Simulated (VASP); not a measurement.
# Ni (P6/mmm) in VASP: single point with PBE

Aim: the single point of Ni with PBE.

All numbers are computed with VASP 6.6.1; they aren't measurements. Logs are shortened: lines on timing, memory, paths and dates and some standing lists are left out, and cuts for length are marked.

## 1. The cell of the first run

The structure is hexagonal, space group P6/mmm (No. 191). The conventional cell has a = 2.028 Å, b = 2.028 Å, c = 1.936 Å, α = 90.00°, β = 90.00°, γ = 120.00°. Within 2.6 Å of Ni (site symmetry 6/mmm) lie 8 Ni at 1.94 to 2.03 Å.

This isn't the form of Ni at room conditions, which is fcc.

## 2. Single point, PBE, collinear spin, ferromagnetic start

INCAR

```
SYSTEM = Ni
  ALGO = Normal
  EDIFF = 1E-6
  ENCUT = 590
  GGA = PE
  GGA_COMPAT = .FALSE.
  ISIF = 2
  ISMEAR = -1
  ISPIN = 2
  LASPH = .TRUE.
  LCHARG = .FALSE.
  LMAXMIX = 4
  LORBIT = 11
  LREAL = .FALSE.
  LWAVE = .FALSE.
  MAGMOM = 1
  NBANDS = 19
  NELM = 200
  PREC = Accurate
  SIGMA = 0.1
```

KPOINTS

```
k-points
0
G
  21 21 20
  0 0 0
```

POSCAR

```
Ni
1.0
    2.0277715603      0.0000000000      0.0000000000
   -1.0138857802      1.7561016843      0.0000000000
    0.0000000000      0.0000000000      1.9361961329
Ni
1
Direct
    0.0000000000      0.0000000000      0.0000000000
```

Potentials or basis: VASP PAW PBE potentials, release 64 (Ni_sv_GW).

On the command line:

```bash
$ cat potpaw_PBE.64/Ni_sv_GW/POTCAR > POTCAR
$ mpirun -np 1 vasp_std > vasp.out
```

OUTCAR:

```text
SYSTEM = Ni
   EDIFF = 1E-6
   ENCUT = 590
   GGA = PE
   ISIF = 2
   ISMEAR = -1
   ISPIN = 2
   LASPH = .TRUE.
   LORBIT = 11
   LREAL = .FALSE.
   NELM = 200
   PREC = Accurate

 ion  position               nearest neighbor table
   1  0.000  0.000  0.000-

  LATTYP: Found a hexagonal cell.
 ALAT       =     2.0277715603
 C/A-ratio  =     0.9548393768

  Lattice vectors:

 A1 = (   2.0277715603,   0.0000000000,   0.0000000000)
 A2 = (  -1.0138857802,   1.7561016843,   0.0000000000)
 A3 = (   0.0000000000,   0.0000000000,   1.9361961329)

Analysis of symmetry for initial positions (statically):
=====================================================================
 Subroutine PRICEL returns:
 Original cell was already a primitive cell.

 Routine SETGRP: Setting up the symmetry group for a
 hexagonal supercell.

 Subroutine GETGRP returns: Found 24 space group operations
 (whereof 24 operations were pure point group operations)
 out of a pool of 24 trial point group operations.

The static configuration has the point symmetry D_6h.

Analysis of symmetry for dynamics (positions and initial velocities):
=====================================================================
 Subroutine PRICEL returns:
 Original cell was already a primitive cell.

 Routine SETGRP: Setting up the symmetry group for a
 hexagonal supercell.

 Subroutine GETGRP returns: Found 24 space group operations
 (whereof 24 operations were pure point group operations)
 out of a pool of 24 trial point group operations.

The dynamic configuration has the point symmetry D_6h.

Analysis of structural, dynamic, and magnetic symmetry:
=====================================================================
 Subroutine PRICEL returns:
 Original cell was already a primitive cell.

 Routine SETGRP: Setting up the symmetry group for a
 hexagonal supercell.

 Subroutine GETGRP returns: Found 24 space group operations
 (whereof 24 operations were pure point group operations)
 out of a pool of 24 trial point group operations.

The overall configuration has the point symmetry D_6h.

 Subroutine INISYM returns: Found 24 space group operations
 (whereof 24 operations are pure point group operations),
 and found     1 'primitive' translations

----------------------------------------------------------------------------------------

                                     Primitive cell

  volume of cell :       6.8947

  direct lattice vectors                    reciprocal lattice vectors
     2.027771560  0.000000000  0.000000000     0.493152197  0.284721554  0.000000000
    -1.013885780  1.756101684  0.000000000     0.000000000  0.569443107  0.000000000
     0.000000000  0.000000000  1.936196133     0.000000000  0.000000000  0.516476602

  length of vectors
     2.027771560  2.027771560  1.936196133     0.569443107  0.569443107  0.516476602

  position of ions in fractional coordinates (direct lattice)
     0.000000000  0.000000000  0.000000000

  ion indices of the primitive-cell ions
   primitive index   ion index
                 1           1

----------------------------------------------------------------------------------------

 KPOINTS: k-points

Automatic generation of k-mesh.
 Grid dimensions read from file:
 generate k-points for:   21   21   20

 Generating k-lattice:

  Cartesian coordinates                     Fractional coordinates (reciprocal lattice)
     0.023483438  0.013558169  0.000000000     0.047619048  0.000000000  0.000000000
     0.000000000  0.027116338  0.000000000     0.000000000  0.047619048  0.000000000
     0.000000000  0.000000000  0.025823830     0.000000000  0.000000000  0.050000000

  Length of vectors
     0.027116338  0.027116338  0.025823830

  Shift w.r.t. Gamma in fractional coordinates (k-lattice)
     0.000000000  0.000000000  0.000000000

 Subroutine IBZKPT returns following result:
 ===========================================

 Found    528 irreducible k-points:

 Following reciprocal coordinates:
            Coordinates               Weight
  0.000000  0.000000  0.000000      1.000000
  0.047619  0.000000  0.000000      6.000000
  0.095238  0.000000  0.000000      6.000000
  0.142857  0.000000  0.000000      6.000000
  0.190476  0.000000  0.000000      6.000000
  0.238095  0.000000  0.000000      6.000000
[... 16 lines left out ...]
  0.142857  0.095238  0.000000     12.000000
  0.190476  0.095238  0.000000     12.000000
 [... further k-points ...]
   k-points           NKPTS =    528   k-points in BZ     NKDIM =    528   number of bands    NBANDS=     19
   number of dos      NEDOS =    301   number of ions     NIONS =      1
   total plane-waves  NPLWV =   4096
   dimension x,y,z NGX =    16 NGY =   16 NGZ =   16
   dimension x,y,z NGXF=    32 NGYF=   32 NGZF=   32
   ions per type =               1
   NGX,Y,Z   is equivalent  to a cutoff of  13.12, 13.12, 13.74 a.u.
   NGXF,Y,Z  is equivalent  to a cutoff of  26.24, 26.24, 27.48 a.u.
 SYSTEM =  Ni
   PREC   = accura    normal or accurate (medium, high low for compatibility)
   ISTART =      0    job   : 0-new  1-cont  2-samecut
   ICHARG =      2    charge: 1-file 2-atom 10-const
   ISPIN  =      2    spin polarized calculation?
   LNONCOLLINEAR =      F non collinear calculations
   LSORBIT =      F    spin-orbit coupling
   LASPH  =      T    aspherical Exc in radial PAW
   ENCUT  =  590.0 eV  43.36 Ry    6.59 a.u.   4.02  4.02  3.83*2*pi/ulx,y,z
   NELM   =    200;   NELMIN=  2; NELMDL= -5     # of ELM steps
   EDIFF  = 0.1E-05   stopping-criterion for ELM
   LREAL  =      F    real-space projection
   EDIFFG = 0.1E-04   stopping-criterion for IOM
   NSW    =      0    number of steps for IOM
   IBRION =     -1    ionic relax: 0-MD 1-quasi-New 2-CG
   NFREE  =      0    steps in history (QN), initial steepest desc. (CG)
   ISIF   =      2    stress and relaxation
   ISYM   =      2    0-nonsym 1-usesym 2-fastsym
   POTIM  = 0.5000    time-step for ionic-motion
   TEBEG  =    0.0;   TEEND  =   0.0 temperature during run
   PSTRESS=    0.0 pullay stress
   NELECT =      18.0000    total number of electrons
   NUPDOWN=      -1.0000    fix difference up-down
   EMIN   =  10.00;   EMAX   =-10.00  energy-range for DOS
   EFERMI =   0.00;   METHOD = LEGACY
   ISMEAR =    -1;   SIGMA  =   0.10  broadening in eV -4-tet -1-fermi 0-gaus
   EFERMI_NEDOS =   21; number of points for ismear=-14 and -15
   IALGO  =     38    algorithm
   IMIX   =      4    mixing-type and parameters
     AMIX     =   0.40;   BMIX     =  1.00
     AMIX_MAG =   1.60;   BMIX_MAG =  1.00
  volume/ion in A,a.u.               =       6.89        46.53
  Fermi-wavevector in a.u.,A,eV,Ry     =   2.254203  4.259826 69.137057  5.081430
  Thomas-Fermi vector in A             =   3.201477
   LORBIT       =     11    0 simple, 1 ext, 2 COOP (PROOUT), +10 PAW based schemes
   GGA     = PE    functional components
   LHFCALC =     F    Hartree Fock is set to
   AEXX    =    0.0000 exact exchange contribution
   IVDW    =     0    specifies the selected vdW correction
   LEPSILON=     F    determine dielectric tensor
   LRPA    =     F    only Hartree local field effects (RPA)
 spin polarized calculation
  energy-cutoff  :      590.00
  volume of cell :        6.89
 maximum number of plane-waves:       234
   NGX =  9   NGY =  9   NGZ =  7

 number of electron      18.0000002 magnetization      -0.0003507

 number of electron      18.0000002 magnetization       0.0002652

 Free energy of the ion-electron system (eV)
  ---------------------------------------------------
  ext. energy  EPLUGINS =         0.00000000
  ---------------------------------------------------
  free energy    TOTEN  =        -3.05894495 eV

  energy without entropy =       -3.02481944  energy(sigma->0) =       -3.04188220

 E-fermi :  15.1648     XC(G=0): -17.0202

 val. band max:       15.1647048499   @ k =   0.0476   0.0476   0.1000
 cond. band min:      15.1675352462   @ k =   0.3810   0.0476   0.3000
 fundamental gap:      0.0028303963
 Fermi energy:        15.1647872790

 spin component 1

 k-point     1 :       0.0000    0.0000    0.0000
  band No.  band energies     occupation
      1     -89.4266      1.00000
      2     -49.0974      1.00000
      3     -49.0974      1.00000
      4     -48.9207      1.00000
      5       2.6016      1.00000
      6       8.0268      1.00000
[... 11 lines left out ...]
     18      66.3606      0.00000
     19      76.7802      0.00000

 k-point     2 :       0.0476    0.0000    0.0000
  band No.  band energies     occupation
      1     -89.4201      1.00000
      2     -49.1285      1.00000
      3     -49.1042      1.00000
      4     -48.9175      1.00000
      5       2.7289      1.00000
      6       8.0703      1.00000
[... 11 lines left out ...]
     18      67.0070      0.00000
     19      75.9035      0.00000

 k-point     3 :       0.0952    0.0000    0.0000
  band No.  band energies     occupation
      1     -89.4015      1.00000
      2     -49.2190      1.00000
      3     -49.1251      1.00000
      4     -48.9078      1.00000
      5       3.1035      1.00000
      6       8.1953      1.00000
[... 11 lines left out ...]
     18      68.8420      0.00000
     19      73.2852      0.00000

 k-point     4 :       0.1429    0.0000    0.0000
  band No.  band energies     occupation
      1     -89.3723      1.00000
      2     -49.3616      1.00000
      3     -49.1572      1.00000
      4     -48.8922      1.00000
      5       3.7010      1.00000
      6       8.3842      1.00000
[... 407 lines left out ...]
     18      69.7555      0.00000
     19      72.9625      0.00000

 k-point    23 :       0.1429    0.0952    0.0000
  band No.  band energies     occupation
      1     -89.3183      1.00000
      2     -49.5928      1.00000
      3     -49.2306      1.00000
      4     -48.8633      1.00000
      5       4.8126      1.00000
      6       8.7284      1.00000
[... 11 lines left out ...]
     18      67.7380      0.00000
     19      72.4985      0.00000

 k-point    24 :       0.1905    0.0952    0.0000
  band No.  band energies     occupation
      1     -89.2774      1.00000
      2     -49.7722      1.00000
      3     -49.2851      1.00000
      4     -48.8420      1.00000
      5       5.6806      1.00000
      6       8.8980      1.00000
[... 11 lines left out ...]
     18      68.4342      0.00000
     19      70.1103      0.00000

 [... further k-points ...]

 spin component 2

 k-point     1 :       0.0000    0.0000    0.0000
  band No.  band energies     occupation
      1     -89.4264      1.00000
      2     -49.0972      1.00000
      3     -49.0972      1.00000
      4     -48.9205      1.00000
      5       2.6015      1.00000
      6       8.0270      1.00000
[... 11 lines left out ...]
     18      66.3604      0.00000
     19      76.7804      0.00000

 k-point     2 :       0.0476    0.0000    0.0000
  band No.  band energies     occupation
      1     -89.4199      1.00000
      2     -49.1283      1.00000
      3     -49.1040      1.00000
      4     -48.9172      1.00000
      5       2.7289      1.00000
      6       8.0705      1.00000
[... 11 lines left out ...]
     18      67.0068      0.00000
     19      75.5987      0.00000

 k-point     3 :       0.0952    0.0000    0.0000
  band No.  band energies     occupation
      1     -89.4014      1.00000
      2     -49.2188      1.00000
      3     -49.1249      1.00000
      4     -48.9076      1.00000
      5       3.1034      1.00000
      6       8.1955      1.00000
[... 11 lines left out ...]
     18      68.8418      0.00000
     19      73.2763      0.00000

 k-point     4 :       0.1429    0.0000    0.0000
  band No.  band energies     occupation
      1     -89.3722      1.00000
      2     -49.3614      1.00000
      3     -49.1569      1.00000
      4     -48.8920      1.00000
      5       3.7010      1.00000
      6       8.3844      1.00000
[... 407 lines left out ...]
     18      69.7555      0.00000
     19      72.9307      0.00000

 k-point    23 :       0.1429    0.0952    0.0000
  band No.  band energies     occupation
      1     -89.3181      1.00000
      2     -49.5926      1.00000
      3     -49.2304      1.00000
      4     -48.8631      1.00000
      5       4.8126      1.00000
      6       8.7286      1.00000
[... 11 lines left out ...]
     18      67.7381      0.00000
     19      72.4977      0.00000

 k-point    24 :       0.1905    0.0952    0.0000
  band No.  band energies     occupation
      1     -89.2772      1.00000
      2     -49.7720      1.00000
      3     -49.2849      1.00000
      4     -48.8417      1.00000
      5       5.6806      1.00000
      6       8.8982      1.00000
[... 11 lines left out ...]
     18      68.4342      0.00000
     19      70.1102      0.00000

 [... further k-points ...]

------------------------ aborting loop because EDIFF is reached ----------------------------------------

  FORCE on cell =-STRESS in cart. coord.  units (eV):
  Direction    XX          YY          ZZ          XY          YZ          ZX
  --------------------------------------------------------------------------------------
  -------------------------------------------------------------------------------------
  Total       13.5696769     13.5696769     13.6146543     -0.0000000     -0.0000000      0.0000000
  in kB     3153.2765079   3153.2765080   3163.7281934     -0.0000001     -0.0000000      0.0000000
  external PRESSURE =    3156.7604031 kB  Pullay stress =       0.0000000 kB

 VOLUME and BASIS-vectors are now :
 -----------------------------------------------------------------------------
  energy-cutoff  :      590.00
  volume of cell :        6.89
      direct lattice vectors                 reciprocal lattice vectors
     2.027771560  0.000000000  0.000000000     0.493152197  0.284721554  0.000000000
    -1.013885780  1.756101684  0.000000000     0.000000000  0.569443107  0.000000000
     0.000000000  0.000000000  1.936196133     0.000000000  0.000000000  0.516476602

 POSITION                                       TOTAL-FORCE (eV/Angst)
 -----------------------------------------------------------------------------------
      0.00000      0.00000      0.00000        -0.000000      0.000000      0.000000
 -----------------------------------------------------------------------------------
    total drift:                                0.000000      0.000000      0.000000

  FREE ENERGIE OF THE ION-ELECTRON SYSTEM (eV)
  ---------------------------------------------------
  free  energy   TOTEN  =        -3.0589449548 eV

  energy  without entropy=       -3.0248194411  energy(sigma->0) =       -3.04188220

 total charge

# of ion       s       p       d       f       tot
--------------------------------------------------
    1        2.392   6.661   8.102   0.033  17.188

 magnetization (x)

# of ion       s       p       d       f       tot
--------------------------------------------------
    1       -0.000  -0.000   0.000   0.000   0.000
```

Wall time 99 s (1 thread of Intel Xeon Platinum 8259CL at 2.50GHz (Skylake/Cascade Lake), shared host); peak memory 0.26 GiB.

What came out:

```
Free energy                                           : -3.0589 eV
Pressure                                              : 315.7 GPa
Band gap on the k mesh                                : zero (filled and empty bands overlap)
Net moment                                            : 0.00 μB per cell
Valence electrons inside the program's atomic spheres : Ni 17.19
```

Levels at points of the mesh, in eV from the Fermi level:
Spin up:
| k point | band 7 | band 8 | band 9 | band 10 | band 11 | band 12 |
| --- | --- | --- | --- | --- | --- | --- |
| (0.00, 0.00, 0.00) | -3.84 | -3.84 | 0.27 | 0.27 | 26.33 | 27.27 |
| (0.00, 0.00, 0.50) | -3.20 | -3.20 | -1.97 | -1.97 | 7.91 | 33.89 |
Spin down:
```
           k point  band 5  band 6  band 7  band 8  band 9  band 10  band 11  band 12  band 13  band 14
(0.00, 0.00, 0.00)  -12.56   -7.14   -3.84   -3.84    0.27     0.27    26.33    27.27    33.93    37.37
(0.00, 0.00, 0.50)   -6.93   -3.26   -3.20   -3.20   -1.97    -1.97     7.91    33.89    38.02    38.02
```

Caveat: the cell stands under pressure.
